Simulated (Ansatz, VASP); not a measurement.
# Two plane-wave programs on Co2F

Contents of INCAR:

```
ALGO     = Normal         # electronic algorithm
EDIFF    = 1E-6           # SCF threshold, eV
EDIFFG   = -0.04          # ionic threshold
ENCUT    = 600            # plane-wave cutoff, eV
GGA      = PE             # functional
IBRION   = 2              # ionic algorithm
ISIF     = 3              # what is computed and relaxed
ISMEAR   = 0              # smearing method
ISPIN    = 2              # spin polarisation
LASPH    = T              # aspherical terms in the spheres
LCHARG   = F              # write CHGCAR
LMAXMIX  = 4              # l up to which the mixer works
LORBIT   = 11             # projections on sites
LREAL    = F              # projectors in reciprocal space
LWAVE    = F              # write WAVECAR
MAGMOM   = 2.06 2.06 0.11 # initial moments
NELM     = 150            # most SCF steps
NSW      = 90             # ionic steps
PREC     = Accurate       # precision mode
SIGMA    = 0.1            # smearing width, eV
```

KPOINTS

```
k-points
0
Gamma
  6 6 6
```

File POSCAR:

```
Co2F
1.0
    0.0000000000      2.4668971238      2.4668971238
    2.4668971238      0.0000000000      2.4668971238
    2.4668971238      2.4668971238      0.0000000000
Co F
2 1
Direct
    0.2500000000      0.2500000000      0.2500000000
    0.7500000000      0.7500000000      0.7500000000
    0.0000000000      0.0000000000      0.0000000000
```

Input for Ansatz:

```yaml
crystal:
  lattice:
    - [0.0, 2.4668971238, 2.4668971238]
    - [2.4668971238, 0.0, 2.4668971238]
    - [2.4668971238, 2.4668971238, 0.0]
  atoms:
    - { symbol: Co, position: [0.25, 0.25, 0.25], spin: 2.06 }
    - { symbol: Co, position: [0.75, 0.75, 0.75], spin: 2.06 }
    - { symbol: F, position: [0.0, 0.0, 0.0], spin: 0.11 }
basis:
  ecutwfc: 420
kpoints:
  mp_grid: { grid: [6, 6, 6] }
hamiltonian:
  xc: pbe
scf:
  occupations: { method: gaussian, width: 0.1 }
  lower_state_search: "off"
output:
  forces: true
  stress: true
  eigenvalues: true
  populations: true
magnetization:
  spin_polarized: true
relax:
  adjacent_minimum: "off"
  f_tol: 0.04
  max_steps: 70
  cell: { stress_tol: 0.4 }
```

Alike in both runs: task relaxation of cell and atoms; functional PBE; k mesh 6 × 6 × 6; occupations gaussian, width 0.1 eV; collinear spin.

|  | VASP | Ansatz |
| --- | --- | --- |
| version | VASP 6.6.1 | Ansatz 0.2.0 |
| potentials or method | VASP PAW PBE potentials, release 64 (Co, F), cutoff 600 eV | scalar-relativistic, plane waves, PAW |
| valence electrons in the cell | 25 | 41 |

|  | VASP | Ansatz | Ansatz less VASP |
| --- | --- | --- | --- |
| gap on the k mesh at the Fermi level, each at its own relaxed structure (eV) | none | none | - |
| net moment per atom (μB) | 1.38 | 1.41 | +0.025 |
| size of the moment on the site where the two differ most (μB) | 2.06 | 2.06 | +0.005 |
| relaxed volume (Å³/atom) | 12.46 | 12.56 | +0.103 |
| relaxed length of the cell vector where the two differ most in proportion (Å) | 3.753 | 3.764 | +0.0103 |

Site moments also hang on the region over which each program counts them. A gap of «none» marks a metal or a gap that the smearing closes. VASP's potentials hold 25 valence electrons a cell and Ansatz's 41, so a difference there can come from the potentials and not from the codes.

The k mesh is coarse, so the values compare programs but aren't converged. Noted on VASP's run: the volume moved by over 15 % at a fixed basis, so the end points are rough.
